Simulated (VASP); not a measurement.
# Cd2HgTe3 (I4/mmm) in VASP: single point with PBE

Aim: the single point of Cd2HgTe3 with PBE.

All numbers are computed with VASP 6.6.1; they aren't measurements. Logs are shortened: lines on timing, memory, paths and dates and some standing lists are left out, and cuts for length are marked.

## (1) The cell of the first run

Symmetry: I4/mmm, No. 139, tetragonal system. The conventional cell has a = 4.328 Å, b = 4.328 Å, c = 18.482 Å, α = 90.00°, β = 90.00°, γ = 90.00°. Within 4.0 Å of Cd (site symmetry 4mm) lie 6 Te at 3.02 to 3.08 Å. Within 4.0 Å of Hg (site symmetry 4/mmm) lie 6 Te at 3.06 to 3.14 Å. Within 4.0 Å of Te (site symmetry 4mm) lie 5 Cd at 3.02 to 3.06 Å and 1 Hg at 3.14 Å. Te (site symmetry 4/mmm) has 4 Hg at 3.06 Å and 2 Cd at 3.08 Å within 4.0 Å.

## (2) Single point, PBE

Input file INCAR:

```
SYSTEM = Cd2HgTe3
PREC = Accurate ; ENCUT = 520
EDIFF = 1E-6 ; ISMEAR = 0
SIGMA = 0.1 ; LREAL = .False.
LASPH = .True. ; NELM = 80
ALGO = Normal ; ISIF = 2
LWAVE = .False. ; LCHARG = .True.
GGA = PE ; LELF = .True.
LVHAR = .True. ; NBANDS = 36
```

Input file KPOINTS:

```
Automatic mesh
0
Gamma
  12 12 12
  0 0 0
```

Input file POSCAR:

```
Cd2HgTe3
1.0
   -2.1641900805      2.1641900805      9.2409931820
    2.1641900805     -2.1641900805      9.2409931820
    2.1641900805      2.1641900805     -9.2409931820
Cd Hg Te
2 1 3
Direct
    0.6668361085      0.6668361085      0.0000000000
    0.3331638915      0.3331638915      0.0000000000
    0.0000000000      0.0000000000      0.0000000000
    0.1698297075      0.1698297075      0.0000000000
    0.8301702925      0.8301702925      0.0000000000
    0.5000000000      0.5000000000      0.0000000000
```

Potentials or basis: VASP PAW PBE potentials, release 64 (Cd, Hg, Te).

Run with:

```console
$ cat potpaw_PBE.64/Cd/POTCAR potpaw_PBE.64/Hg/POTCAR potpaw_PBE.64/Te/POTCAR > POTCAR
$ mpirun -np 1 vasp_std > vasp.out
```

OUTCAR:

```text
SYSTEM = Cd2HgTe3
   PREC = Accurate
   ENCUT = 520
   EDIFF = 1E-6
   ISMEAR = 0
   LREAL = .False.
   LASPH = .True.
   NELM = 80
   ISIF = 2
   GGA = PE

 ion  position               nearest neighbor table
   1  0.667  0.667  0.000-   5 3.02   4 3.06   4 3.06   4 3.06   4 3.06   6 3.08
   2  0.333  0.333  0.000-   4 3.02   5 3.06   5 3.06   5 3.06   5 3.06   6 3.08
   3  0.000  0.000  0.000-   6 3.06   6 3.06   6 3.06   6 3.06   5 3.14   4 3.14
   4  0.170  0.170  0.000-   2 3.02   1 3.06   1 3.06   1 3.06   1 3.06   3 3.14
   5  0.830  0.830  0.000-   1 3.02   2 3.06   2 3.06   2 3.06   2 3.06   3 3.14
   6  0.500  0.500  0.000-   3 3.06   3 3.06   3 3.06   3 3.06   2 3.08   1 3.08

  LATTYP: Found a body centered tetragonal cell.
 ALAT       =     4.3283801610
 C/A-ratio  =     4.2699545041

  Lattice vectors:

 A1 = (  -2.1641900805,   2.1641900805,   9.2409931820)
 A2 = (   2.1641900805,  -2.1641900805,   9.2409931820)
 A3 = (   2.1641900805,   2.1641900805,  -9.2409931820)

Analysis of symmetry for initial positions (statically):
=====================================================================
 Subroutine PRICEL returns:
 Original cell was already a primitive cell.

 Routine SETGRP: Setting up the symmetry group for a
 body centered tetragonal supercell.

 Subroutine GETGRP returns: Found 16 space group operations
 (whereof 16 operations were pure point group operations)
 out of a pool of 16 trial point group operations.

The static configuration has the point symmetry D_4h.

Analysis of symmetry for dynamics (positions and initial velocities):
=====================================================================
 Subroutine PRICEL returns:
 Original cell was already a primitive cell.

 Routine SETGRP: Setting up the symmetry group for a
 body centered tetragonal supercell.

 Subroutine GETGRP returns: Found 16 space group operations
 (whereof 16 operations were pure point group operations)
 out of a pool of 16 trial point group operations.

The dynamic configuration has the point symmetry D_4h.

 Subroutine INISYM returns: Found 16 space group operations
 (whereof 16 operations are pure point group operations),
 and found     1 'primitive' translations

----------------------------------------------------------------------------------------

                                     Primitive cell

  volume of cell :     173.1289

  direct lattice vectors                    reciprocal lattice vectors
    -2.164190081  2.164190081  9.240993182     0.000000000  0.231033311  0.054106738
     2.164190081 -2.164190081  9.240993182     0.231033311  0.000000000  0.054106738
     2.164190081  2.164190081 -9.240993182     0.231033311  0.231033311  0.000000000

  length of vectors
     9.734649064  9.734649064  9.734649064     0.237284492  0.237284492  0.326730442

  position of ions in fractional coordinates (direct lattice)
     0.666836109  0.666836109  0.000000000
     0.333163891  0.333163891  0.000000000
     0.000000000  0.000000000  0.000000000
     0.169829707  0.169829707  0.000000000
     0.830170293  0.830170293  0.000000000
     0.500000000  0.500000000  0.000000000

  ion indices of the primitive-cell ions
   primitive index   ion index
                 1           1
                 2           2
                 3           3
                 4           4
                 5           5
                 6           6

----------------------------------------------------------------------------------------

 KPOINTS: Automatic mesh

Automatic generation of k-mesh.
 Grid dimensions read from file:
 generate k-points for:   12   12   12

 Generating k-lattice:

  Cartesian coordinates                     Fractional coordinates (reciprocal lattice)
     0.000000000  0.019252776  0.004508895     0.083333333  0.000000000 -0.000000000
     0.019252776  0.000000000  0.004508895     0.000000000  0.083333333 -0.000000000
     0.019252776  0.019252776  0.000000000     0.000000000  0.000000000  0.083333333

  Length of vectors
     0.019773708  0.019773708  0.027227537

  Shift w.r.t. Gamma in fractional coordinates (k-lattice)
     0.000000000  0.000000000  0.000000000

 Subroutine IBZKPT returns following result:
 ===========================================

 Found    163 irreducible k-points:

 Following reciprocal coordinates:
            Coordinates               Weight
  0.000000  0.000000  0.000000      1.000000
  0.083333 -0.000000  0.000000      8.000000
  0.166667 -0.000000  0.000000      8.000000
  0.250000 -0.000000  0.000000      8.000000
  0.333333 -0.000000  0.000000      8.000000
  0.416667 -0.000000  0.000000      8.000000
[... 16 lines left out ...]
  0.500000  0.166667  0.000000     16.000000
 -0.416667  0.166667  0.000000     16.000000
 [... further k-points ...]
   k-points           NKPTS =    163   k-points in BZ     NKDIM =    163   number of bands    NBANDS=     36
   number of dos      NEDOS =    301   number of ions     NIONS =      6
   total plane-waves  NPLWV = 373248
   dimension x,y,z NGX =    72 NGY =   72 NGZ =   72
   dimension x,y,z NGXF=   144 NGYF=  144 NGZF=  144
   ions per type =               2   1   3
   NGX,Y,Z   is equivalent  to a cutoff of  12.30, 12.30, 12.30 a.u.
   NGXF,Y,Z  is equivalent  to a cutoff of  24.59, 24.59, 24.59 a.u.
 SYSTEM =  Cd2HgTe3
   PREC   = accura    normal or accurate (medium, high low for compatibility)
   ISTART =      0    job   : 0-new  1-cont  2-samecut
   ICHARG =      2    charge: 1-file 2-atom 10-const
   ISPIN  =      1    spin polarized calculation?
   LNONCOLLINEAR =      F non collinear calculations
   LSORBIT =      F    spin-orbit coupling
   LASPH  =      T    aspherical Exc in radial PAW
   ENCUT  =  520.0 eV  38.22 Ry    6.18 a.u.  18.10 18.10 18.10*2*pi/ulx,y,z
   NELM   =     80;   NELMIN=  2; NELMDL= -5     # of ELM steps
   EDIFF  = 0.1E-05   stopping-criterion for ELM
   LREAL  =      F    real-space projection
   EDIFFG = 0.1E-04   stopping-criterion for IOM
   NSW    =      0    number of steps for IOM
   IBRION =     -1    ionic relax: 0-MD 1-quasi-New 2-CG
   NFREE  =      0    steps in history (QN), initial steepest desc. (CG)
   ISIF   =      2    stress and relaxation
   ISYM   =      2    0-nonsym 1-usesym 2-fastsym
   POTIM  = 0.5000    time-step for ionic-motion
   TEBEG  =    0.0;   TEEND  =   0.0 temperature during run
   PSTRESS=    0.0 pullay stress
   NELECT =      54.0000    total number of electrons
   NUPDOWN=      -1.0000    fix difference up-down
   EMIN   =  10.00;   EMAX   =-10.00  energy-range for DOS
   EFERMI =   0.00;   METHOD = LEGACY
   ISMEAR =     0;   SIGMA  =   0.10  broadening in eV -4-tet -1-fermi 0-gaus
   EFERMI_NEDOS =   21; number of points for ismear=-14 and -15
   IALGO  =     38    algorithm
   IMIX   =      4    mixing-type and parameters
     AMIX     =   0.40;   BMIX     =  1.00
     AMIX_MAG =   1.60;   BMIX_MAG =  1.00
  volume/ion in A,a.u.               =      28.85       194.72
  Fermi-wavevector in a.u.,A,eV,Ry     =   1.110238  2.098046 16.770942  1.232629
  Thomas-Fermi vector in A             =   2.246788
   LORBIT       =      0    0 simple, 1 ext, 2 COOP (PROOUT), +10 PAW based schemes
   GGA     = PE    functional components
   LHFCALC =     F    Hartree Fock is set to
   AEXX    =    0.0000 exact exchange contribution
   IVDW    =     0    specifies the selected vdW correction
   LEPSILON=     F    determine dielectric tensor
   LRPA    =     F    only Hartree local field effects (RPA)
 non-spin polarized calculation
 Gauss-broadening in eV      SIGMA  =   0.10
  energy-cutoff  :      520.00
  volume of cell :      173.13
 maximum number of plane-waves:      4716
   NGX = 37   NGY = 37   NGZ = 37

 number of electron      53.9999995 magnetization

 Free energy of the ion-electron system (eV)
  ---------------------------------------------------
  ext. energy  EPLUGINS =         0.00000000
  ---------------------------------------------------
  free energy    TOTEN  =       -12.25364099 eV

  energy without entropy =      -12.23716349  energy(sigma->0) =      -12.24540224

 E-fermi :   3.8983     XC(G=0):  -9.6960

 val. band max:        3.8928729094   @ k =  -0.3333  -0.3333   0.0833
 cond. band min:       3.8984328019   @ k =  -0.2500   0.4167   0.2500
 fundamental gap:      0.0055598925
 Fermi energy:         3.8982741814

 k-point     1 :       0.0000    0.0000    0.0000
  band No.  band energies     occupation
      1      -7.7271      2.00000
      2      -7.0707      2.00000
      3      -6.9098      2.00000
      4      -4.3711      2.00000
      5      -4.3512      2.00000
      6      -4.3401      2.00000
[... 28 lines left out ...]
     35      11.2015      0.00000
     36      11.2182      0.00000

 k-point     2 :       0.0833   -0.0000    0.0000
  band No.  band energies     occupation
      1      -7.6877      2.00000
      2      -7.0485      2.00000
      3      -6.8833      2.00000
      4      -4.3681      2.00000
      5      -4.3613      2.00000
      6      -4.3414      2.00000
[... 28 lines left out ...]
     35      10.8719      0.00000
     36      11.0615      0.00000

 k-point     3 :       0.1667   -0.0000    0.0000
  band No.  band energies     occupation
      1      -7.5729      2.00000
      2      -6.9837      2.00000
      3      -6.8125      2.00000
      4      -4.3882      2.00000
      5      -4.3726      2.00000
      6      -4.3664      2.00000
[... 28 lines left out ...]
     35      10.1971      0.00000
     36      10.2357      0.00000

 k-point     4 :       0.2500   -0.0000    0.0000
  band No.  band energies     occupation
      1      -7.3950      2.00000
      2      -6.8852      2.00000
      3      -6.7215      2.00000
      4      -4.4236      2.00000
      5      -4.4126      2.00000
      6      -4.3993      2.00000
[... 28 lines left out ...]
     35       9.7532      0.00000
     36       9.8832      0.00000

 k-point     5 :       0.3333   -0.0000    0.0000
  band No.  band energies     occupation
      1      -7.1774      2.00000
      2      -6.7750      2.00000
      3      -6.6458      2.00000
      4      -4.4575      2.00000
      5      -4.4506      2.00000
      6      -4.4317      2.00000
[... 655 lines left out ...]
 k-point    22 :       0.4167    0.1667    0.0000
  band No.  band energies     occupation
      1      -6.9147      2.00000
      2      -6.7234      2.00000
      3      -6.6551      2.00000
      4      -4.4631      2.00000
      5      -4.4087      2.00000
      6      -4.3847      2.00000
[... 28 lines left out ...]
     35       9.8800      0.00000
     36      10.1127      0.00000

 k-point    23 :       0.5000    0.1667    0.0000
  band No.  band energies     occupation
      1      -6.8456      2.00000
      2      -6.7172      2.00000
      3      -6.6379      2.00000
      4      -4.4615      2.00000
      5      -4.4023      2.00000
      6      -4.3641      2.00000
[... 28 lines left out ...]
     35       9.6738      0.00000
     36       9.8791      0.00000

 k-point    24 :      -0.4167    0.1667    0.0000
  band No.  band energies     occupation
      1      -6.9597      2.00000
      2      -6.6961      2.00000
      3      -6.6275      2.00000
      4      -4.4680      2.00000
      5      -4.3889      2.00000
      6      -4.3825      2.00000
[... 28 lines left out ...]
     35       9.6278      0.00000
     36       9.8218      0.00000

 [... further k-points ...]

------------------------ aborting loop because EDIFF is reached ----------------------------------------

  FORCE on cell =-STRESS in cart. coord.  units (eV):
  Direction    XX          YY          ZZ          XY          YZ          ZX
  --------------------------------------------------------------------------------------
  -------------------------------------------------------------------------------------
  Total        0.1191286      0.1191286      0.1712094      0.0000000      0.0000000      0.0000000
  in kB        1.1024459      1.1024459      1.5844140      0.0000000      0.0000000      0.0000000
  external PRESSURE =       1.2631020 kB  Pullay stress =       0.0000000 kB

 VOLUME and BASIS-vectors are now :
 -----------------------------------------------------------------------------
  energy-cutoff  :      520.00
  volume of cell :      173.13
      direct lattice vectors                 reciprocal lattice vectors
    -2.164190081  2.164190081  9.240993182     0.000000000  0.231033311  0.054106738
     2.164190081 -2.164190081  9.240993182     0.231033311  0.000000000  0.054106738
     2.164190081  2.164190081 -9.240993182     0.231033311  0.231033311  0.000000000

 POSITION                                       TOTAL-FORCE (eV/Angst)
 -----------------------------------------------------------------------------------
      0.00000      0.00000     12.32446        -0.000000     -0.000000      0.000890
      0.00000      0.00000      6.15753         0.000000      0.000000     -0.000890
      0.00000      0.00000      0.00000         0.000000      0.000000      0.000000
      0.00000      0.00000      3.13879        -0.000000     -0.000000     -0.003772
      0.00000      0.00000     15.34320         0.000000      0.000000      0.003772
      0.00000      0.00000      9.24099         0.000000      0.000000      0.000000
 -----------------------------------------------------------------------------------
    total drift:                                0.000000      0.000000     -0.000000

  FREE ENERGIE OF THE ION-ELECTRON SYSTEM (eV)
  ---------------------------------------------------
  free  energy   TOTEN  =       -12.2536409856 eV

  energy  without entropy=      -12.2371634925  energy(sigma->0) =      -12.24540224
```

Run time: 53 min. Hardware: 1 thread of Intel Xeon Platinum 8375C at 2.90GHz (Ice Lake), shared host; peak memory 1.4 GiB.

Results:

| Property | Result |
| --- | --- |
| Free energy | -12.2536 eV |
| Pressure | 0.1 GPa |
| Largest force | 0.004 eV/Å |
| Band gap on the k mesh | zero (bands 27 and 28 overlap by 1.96 eV) |

Forces in eV/Å, atoms in the order of the input:
```
Cd   0.000  0.000  0.001
Cd   0.000  0.000 -0.001
Hg   0.000  0.000  0.000
Te   0.000  0.000 -0.004
Te   0.000  0.000  0.004
Te   0.000  0.000  0.000
```

Levels at points of the mesh, in eV from the Fermi level:
```tsv
k point	band 24	band 25	band 26	band 27	band 28	band 29	band 30	band 31
(0.00, 0.00, 0.00)	-1.67	-0.88	-0.54	-0.49	-0.49	0.20	0.22	4.64
(0.50, 0.00, 0.00)	-0.13	-0.06	0.06	0.26	2.48	2.69	2.92	3.84
(0.50, 0.50, 0.00)	-2.75	-2.54	-2.07	-2.02	-1.70	0.89	1.26	4.50
(0.50, 0.50, 0.50)	-1.68	-1.01	-1.01	-0.80	-0.80	2.15	2.35	4.47
```

Caveat: spin-orbit coupling is left out, which moves the levels of the heavy elements.
